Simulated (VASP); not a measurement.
Input of a VASP 6.6.1 run:

The input INCAR:

```
SYSTEM = Ti5Cl
ALGO     = Normal         ! electronic algorithm
DIPOL    = 0.5 0.5 0.392
EDIFF    = 1E-7           ! SCF threshold, eV
ENCUT    = 520            ! plane-wave cutoff, eV
GGA      = PE             ! functional
IDIPOL   = 3            
ISIF     = 2              ! what is computed and relaxed
ISMEAR   = 0              ! smearing method
LASPH    = .True.         ! aspherical terms in the spheres
LCHARG   = .False.        ! write CHGCAR
LDIPOL   = .True.       
LREAL    = .False.        ! projectors in reciprocal space
LWAVE    = .False.        ! write WAVECAR
NBANDS   = 42             ! bands
NELM     = 80             ! most SCF steps
PREC     = Accurate       ! precision mode
SIGMA    = 0.1            ! smearing width, eV
```

KPOINTS

```
k-points
0
Gamma
  9 9 1
  0 0 0
```

The input POSCAR:

```
Ti5Cl
1.0
    2.9381632086      0.0000000000      0.0000000000
   -1.4690816043      2.5445239791      0.0000000000
    0.0000000000      0.0000000000     24.7117068140
Ti Cl
5 1
Direct
    0.6666666667      0.3333333333      0.1618666015
    0.3333333333      0.6666666667      0.2559609806
    0.6666666667      0.3333333333      0.3506708119
    0.3333333333      0.6666666667      0.4475655916
    0.6666666667      0.3333333333      0.5346335206
    1.0000000000      1.0000000000      0.6042834594
```

Potentials or basis: VASP PAW PBE potentials, release 64 (Ti_sv, Cl).

Launch:

```bash
$ cat potpaw_PBE.64/Ti_sv/POTCAR potpaw_PBE.64/Cl/POTCAR > POTCAR
$ mpirun -np 1 vasp_std > vasp.out
```

Task: What does it give for the largest force?

Result: 0.634 eV/Å.

Forces on the atoms (eV/Å):
```
Ti   0.000  0.000  0.563
Ti   0.000  0.000 -0.561
Ti   0.000  0.000  0.089
Ti   0.000  0.000 -0.634
Ti   0.000  0.000  0.530
Cl   0.000  0.000  0.013
```

Caveat: an odd number of electrons without spin polarisation forces a metal; a magnetic or distorted state may lie lower.
